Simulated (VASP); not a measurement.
# SiGe (P6_3mc) in VASP: a series of runs

Runs on SiGe. Level: PBEsol. Tasks: single point.

Everything below comes from runs of VASP 6.6.1. Logs are shortened: lines on timing, memory, paths and dates and some standing lists are left out, and cuts for length are marked.

## Step 1: The cell of the first run

The structure is hexagonal, space group P6_3mc (No. 186). The conventional cell has a = 3.782 Å, b = 3.782 Å, c = 6.874 Å, α = 90.00°, β = 90.00°, γ = 120.00°. Si (site symmetry 3m) has 4 Ge at 2.35 to 2.57 Å within 3.1 Å. Ge (site symmetry 3m) has 4 Si at 2.35 to 2.57 Å within 3.1 Å.

## Step 2: Single point, PBEsol

The input, INCAR:

```
SYSTEM = SiGe
ALGO     = Normal         ! electronic algorithm
EDIFF    = 1E-6           ! SCF threshold, eV
ENCUT    = 520            ! plane-wave cutoff, eV
GGA      = PS             ! functional
ISIF     = 2              ! what is computed and relaxed
ISMEAR   = 0              ! smearing method
LASPH    = .True.         ! aspherical terms in the spheres
LCHARG   = .False.        ! write CHGCAR
LREAL    = .False.        ! projectors in reciprocal space
LWAVE    = .False.        ! write WAVECAR
NBANDS   = 26             ! bands
NELM     = 100            ! most SCF steps
PREC     = Accurate       ! precision mode
SIGMA    = 0.03           ! smearing width, eV
```

The input, KPOINTS:

```
k-points
0
Gamma
  12 12 6
  0 0 0
```

The input, POSCAR:

```
SiGe
1.0
    3.7823563974      0.0000000000      0.0000000000
   -1.8911781987      3.2756167263      0.0000000000
    0.0000000000      0.0000000000      6.8739687937
Si Ge
2 2
Direct
    0.6666666667      0.3333333333      0.8746070000
    0.3333333333      0.6666666667      0.3746070000
    0.6666666667      0.3333333333      0.5003920000
    0.3333333333      0.6666666667      0.0003920000
```

Potentials or basis: VASP PAW PBE potentials, release 64 (Si, Ge_d).

Run with:

```
> cat potpaw_PBE.64/Si/POTCAR potpaw_PBE.64/Ge_d/POTCAR > POTCAR
> mpirun -np 1 vasp_std > vasp.out
```

OUTCAR:

```text
SYSTEM = SiGe
   EDIFF = 1E-6
   ENCUT = 520
   GGA = PS
   ISIF = 2
   ISMEAR = 0
   LASPH = .True.
   LREAL = .False.
   NELM = 100
   PREC = Accurate

 ion  position               nearest neighbor table
   1  0.667  0.333  0.875-   4 2.35   4 2.35   4 2.35   3 2.57
   2  0.333  0.667  0.375-   3 2.35   3 2.35   3 2.35   4 2.57
   3  0.667  0.333  0.500-   2 2.35   2 2.35   2 2.35   1 2.57
   4  0.333  0.667  0.000-   1 2.35   1 2.35   1 2.35   2 2.57

  LATTYP: Found a hexagonal cell.
 ALAT       =     3.7823563974
 C/A-ratio  =     1.8173773361

  Lattice vectors:

 A1 = (   3.7823563974,   0.0000000000,   0.0000000000)
 A2 = (  -1.8911781987,   3.2756167263,   0.0000000000)
 A3 = (   0.0000000000,   0.0000000000,   6.8739687937)

Analysis of symmetry for initial positions (statically):
=====================================================================
 Subroutine PRICEL returns:
 Original cell was already a primitive cell.

 Routine SETGRP: Setting up the symmetry group for a
 hexagonal supercell.

 Subroutine GETGRP returns: Found 12 space group operations
 (whereof  6 operations were pure point group operations)
 out of a pool of 24 trial point group operations.

The static configuration has the point symmetry C_3v.
 The point group associated with its full space group is C_6v.

Analysis of symmetry for dynamics (positions and initial velocities):
=====================================================================
 Subroutine PRICEL returns:
 Original cell was already a primitive cell.

 Routine SETGRP: Setting up the symmetry group for a
 hexagonal supercell.

 Subroutine GETGRP returns: Found 12 space group operations
 (whereof  6 operations were pure point group operations)
 out of a pool of 24 trial point group operations.

The dynamic configuration has the point symmetry C_3v.
 The point group associated with its full space group is C_6v.

 Subroutine INISYM returns: Found 12 space group operations
 (whereof  6 operations are pure point group operations),
 and found     1 'primitive' translations

----------------------------------------------------------------------------------------

                                     Primitive cell

  volume of cell :      85.1654
[... 88 lines left out ...]
   LNONCOLLINEAR =      F non collinear calculations
   LSORBIT =      F    spin-orbit coupling
   LASPH  =      T    aspherical Exc in radial PAW
   ENCUT  =  520.0 eV  38.22 Ry    6.18 a.u.   7.03  7.03 12.78*2*pi/ulx,y,z
   NELM   =    100;   NELMIN=  2; NELMDL= -5     # of ELM steps
   EDIFF  = 0.1E-05   stopping-criterion for ELM
   LREAL  =      F    real-space projection
   EDIFFG = 0.1E-04   stopping-criterion for IOM
   NSW    =      0    number of steps for IOM
   IBRION =     -1    ionic relax: 0-MD 1-quasi-New 2-CG
   NFREE  =      0    steps in history (QN), initial steepest desc. (CG)
   ISIF   =      2    stress and relaxation
   ISYM   =      2    0-nonsym 1-usesym 2-fastsym
   POTIM  = 0.5000    time-step for ionic-motion
   TEBEG  =    0.0;   TEEND  =   0.0 temperature during run
   PSTRESS=    0.0 pullay stress
   NELECT =      36.0000    total number of electrons
   NUPDOWN=      -1.0000    fix difference up-down
   EMIN   =  10.00;   EMAX   =-10.00  energy-range for DOS
   EFERMI =   0.00;   METHOD = LEGACY
   ISMEAR =     0;   SIGMA  =   0.03  broadening in eV -4-tet -1-fermi 0-gaus
   EFERMI_NEDOS =   21; number of points for ismear=-14 and -15
   IALGO  =     38    algorithm
   IMIX   =      4    mixing-type and parameters
     AMIX     =   0.40;   BMIX     =  1.00
     AMIX_MAG =   1.60;   BMIX_MAG =  1.00
  volume/ion in A,a.u.               =      21.29       143.68
  Fermi-wavevector in a.u.,A,eV,Ry     =   1.228631  2.321775 20.538443  1.509533
  Thomas-Fermi vector in A             =   2.363549
   LORBIT       =      0    0 simple, 1 ext, 2 COOP (PROOUT), +10 PAW based schemes
   GGA     = PS    functional components
   LHFCALC =     F    Hartree Fock is set to
   AEXX    =    0.0000 exact exchange contribution
   IVDW    =     0    specifies the selected vdW correction
   LEPSILON=     F    determine dielectric tensor
   LRPA    =     F    only Hartree local field effects (RPA)
 non-spin polarized calculation
 Gauss-broadening in eV      SIGMA  =   0.03
  energy-cutoff  :      520.00
  volume of cell :       85.17
 maximum number of plane-waves:      2315
   NGX = 15   NGY = 15   NGZ = 25

 number of electron      36.0000001 magnetization

 Free energy of the ion-electron system (eV)
  ---------------------------------------------------
  ext. energy  EPLUGINS =         0.00000000
  ---------------------------------------------------
  free energy    TOTEN  =       -20.95905019 eV

  energy without entropy =      -20.95904673  energy(sigma->0) =      -20.95904846

 E-fermi :   5.6249     XC(G=0):  -9.8718

 val. band max:        5.5712557379   @ k =   0.0000   0.0000   0.0000
 cond. band min:       5.6868279457   @ k =   0.5000   0.0000   0.3333
 fundamental gap:      0.1155722078
 Fermi energy:         5.6248520647

 k-point     1 :       0.0000    0.0000    0.0000
  band No.  band energies     occupation
      1     -19.0097      2.00000
      2     -19.0083      2.00000
      3     -19.0065      2.00000
      4     -19.0065      2.00000
      5     -19.0040      2.00000
      6     -19.0040      2.00000
[... 685 lines left out ...]
     25      12.6532      0.00000
     26      13.0816      0.00000

 [... further k-points ...]

------------------------ aborting loop because EDIFF is reached ----------------------------------------

  FORCE on cell =-STRESS in cart. coord.  units (eV):
  Direction    XX          YY          ZZ          XY          YZ          ZX
  --------------------------------------------------------------------------------------
  -------------------------------------------------------------------------------------
  Total        3.4250268      3.4250268     -5.6307424      0.0000000      0.0000000      0.0000000
  in kB       64.4334628     64.4334628   -105.9285809      0.0000000      0.0000000      0.0000000
  external PRESSURE =       7.6461149 kB  Pullay stress =       0.0000000 kB

 VOLUME and BASIS-vectors are now :
 -----------------------------------------------------------------------------
  energy-cutoff  :      520.00
  volume of cell :       85.17
      direct lattice vectors                 reciprocal lattice vectors
     3.782356397  0.000000000  0.000000000     0.264385450  0.152643011  0.000000000
    -1.891178199  3.275616726  0.000000000     0.000000000  0.305286022  0.000000000
     0.000000000  0.000000000  6.873968794     0.000000000  0.000000000  0.145476366

 POSITION                                       TOTAL-FORCE (eV/Angst)
 -----------------------------------------------------------------------------------
      1.89118      1.09187      6.01202        -0.000000      0.000000     -0.673762
     -0.00000      2.18374      2.57504        -0.000000     -0.000000     -0.673762
      1.89118      1.09187      3.43968         0.000000      0.000000      0.673762
     -0.00000      2.18374      0.00269        -0.000000     -0.000000      0.673762
 -----------------------------------------------------------------------------------
    total drift:                               -0.000001     -0.000001     -0.001210

  FREE ENERGIE OF THE ION-ELECTRON SYSTEM (eV)
  ---------------------------------------------------
  free  energy   TOTEN  =       -20.9590501933 eV

  energy  without entropy=      -20.9590467268  energy(sigma->0) =      -20.95904846
```

OSZICAR:

```text
N       E                     dE             d eps       ncg     rms          rms(c)
DAV:   1     0.264293302270E+03    0.26429E+03   -0.17624E+04  4620   0.297E+03
DAV:   2     0.219095052911E+02   -0.24238E+03   -0.23373E+03  3984   0.636E+02
DAV:   3    -0.196458353234E+02   -0.41555E+02   -0.40982E+02  4798   0.154E+02
DAV:   4    -0.213474343699E+02   -0.17016E+01   -0.16977E+01  4772   0.345E+01
DAV:   5    -0.213832348371E+02   -0.35800E-01   -0.35789E-01  4868   0.563E+00    0.591E+00
DAV:   6    -0.210864935152E+02    0.29674E+00   -0.14323E-01  4510   0.267E+00    0.342E+00
DAV:   7    -0.209564971270E+02    0.13000E+00   -0.27034E-01  4922   0.322E+00    0.276E-01
DAV:   8    -0.209587901658E+02   -0.22930E-02   -0.33412E-02  4774   0.150E+00    0.177E-01
DAV:   9    -0.209589232528E+02   -0.13309E-03   -0.10905E-03  5010   0.278E-01    0.127E-01
DAV:  10    -0.209590566212E+02   -0.13337E-03   -0.23612E-04  4472   0.857E-02    0.362E-02
DAV:  11    -0.209590492349E+02    0.73863E-05   -0.42726E-05  4680   0.484E-02    0.622E-03
DAV:  12    -0.209590501933E+02   -0.95846E-06   -0.55934E-06  4256   0.152E-02
   1 F= -.20959050E+02 E0= -.20959048E+02  d E =-.346653E-05
```

Run time: 3.6 min. Hardware: 1 thread of AMD EPYC 7R13, shared host; peak memory 0.25 GiB.

Results:

- Free energy: -20.9591 eV
- Pressure: 0.8 GPa
- Largest force: 0.674 eV/Å
- Band gap on the k mesh: 0.12 eV (least direct gap 0.14 eV)

Forces in eV/Å, atoms in the order of the input:
```
Si   0.000  0.000 -0.674
Si   0.000  0.000 -0.674
Ge   0.000  0.000  0.674
Ge   0.000  0.000  0.674
```

Caveat: the stress differs along the axes, from -11 to 6 GPa; semilocal functionals underestimate gaps, and a narrow one can read as zero; the PAW data sets were made with another functional, which shifts forces and pressure a little.

## Step 3: Single point, PBEsol

This run uses another cell than the first one, of the same volume but with other edges.

The input, INCAR:

```
ALGO = Normal ; EDIFF = 1E-6
ENCUT = 520 ; GGA = PS
ISIF = 2 ; ISMEAR = 0
LASPH = True ; LCHARG = True
LELF = True ; LREAL = False
LVHAR = True ; LWAVE = False
NBANDS = 26 ; NELM = 60
PREC = Accurate ; SIGMA = 0.03
```

The input, KPOINTS:

```
k-points
0
Gamma
  12 12 6
```

The input, POSCAR:

```
SiGe
1.0
    3.8414652634      0.0000000000      0.0000000000
   -1.9207326317      3.3268065059      0.0000000000
    0.0000000000      0.0000000000      6.6640559114
Si Ge
2 2
Direct
    0.6666666667      0.3333333333      0.8746070000
    0.3333333333      0.6666666667      0.3746070000
    0.6666666667      0.3333333333      0.5003920000
    0.3333333333      0.6666666667      0.0003920000
```

Potentials or basis: VASP PAW PBE potentials, release 64 (Si, Ge_d).

Run with:

```
> cat potpaw_PBE.64/Si/POTCAR potpaw_PBE.64/Ge_d/POTCAR > POTCAR
> mpirun -np 1 vasp_std > vasp.out
```

It took 4.2 min on 1 thread of AMD EPYC 7R13, shared host; peak memory 0.26 GiB.

It converged, with:

| Property | Result |
| --- | --- |
| Free energy | -21.1779 eV |
| Pressure | 0.0 GPa |
| Largest force | 0.413 eV/Å |
| Band gap on the k mesh | 0.29 eV (least direct gap 0.86 eV) |

Forces in eV/Å, atoms in the order of the input:
```
Si   0.000  0.000 -0.413
Si   0.000  0.000 -0.413
Ge   0.000  0.000  0.413
Ge   0.000  0.000  0.413
```

Stress tensor (GPa, compression positive):
```
 3.14  0.00  0.00
 0.00  3.14  0.00
 0.00  0.00 -6.20
```

Levels at points of the mesh, in eV from the valence-band top:
| k point | band 15 | band 16 | band 17 | band 18 | band 19 | band 20 | band 21 | band 22 |
| --- | --- | --- | --- | --- | --- | --- | --- | --- |
| (0.00, 0.00, 0.00) | -1.33 | -0.41 | 0.00 | 0.00 | 0.86 | 0.90 | 2.30 | 2.30 |
| (0.50, 0.00, 0.00) | -4.68 | -3.01 | -2.95 | -1.62 | 0.56 | 1.83 | 3.07 | 3.53 |
| (0.00, 0.00, 0.50) | -0.80 | -0.80 | -0.80 | -0.80 | 1.58 | 1.58 | 3.22 | 3.22 |
| (0.50, 0.00, 0.50) | -2.73 | -2.73 | -2.44 | -2.44 | 0.53 | 0.53 | 1.68 | 1.68 |

Caveat: the stress differs along the axes, from -6 to 3 GPa; semilocal functionals underestimate gaps, and a narrow one can read as zero; the PAW data sets were made with another functional, which shifts forces and pressure a little. A k mesh can miss the band edges.
